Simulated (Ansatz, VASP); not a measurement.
# Ti in VASP and in Ansatz

```
Ti
1.0
     0.00000    2.79122    2.79122
     2.79122    0.00000    2.79122
     2.79122    2.79122    0.00000
Ti
2
Cartesian
  -0.7676 -0.6280 -0.6280
  0.7676 0.6280 0.6280
```

Change from the starting cell: shortest bond scaled by 1.1, PAW files.

Alike in both runs: task single point; functional PBEsol; k mesh 9 × 9 × 9; occupations fermi-dirac, width 0.05 eV; no spin polarisation.

|  | VASP | Ansatz |
| --- | --- | --- |
| version | VASP 6.6.1 | Ansatz 0.2.0 |
| potentials or method | VASP PAW PBE potentials, release 64 (Ti_sv) | PAW with Ansatz's default frozen-core files, scalar-relativistic |
| plane-wave cutoff (eV) | 500 | 420 |
| valence electrons in the cell | 24 | 24 |

```csv
,VASP,Ansatz,Ansatz less VASP
pressure (GPa),-1.2,-1.4,-0.19
"traceless stress, the component that is largest in VASP (GPa)",3.64,3.56,-0.081
rms of the force components (eV/Å),0.562,0.582,+0.0196
```

VASP's potentials were made for PBE, not for PBEsol. Atom by atom the forces differ by 0.020 eV/Å (rms over components). With one functional, cell and mesh, what is left measures potentials, basis and numerics.
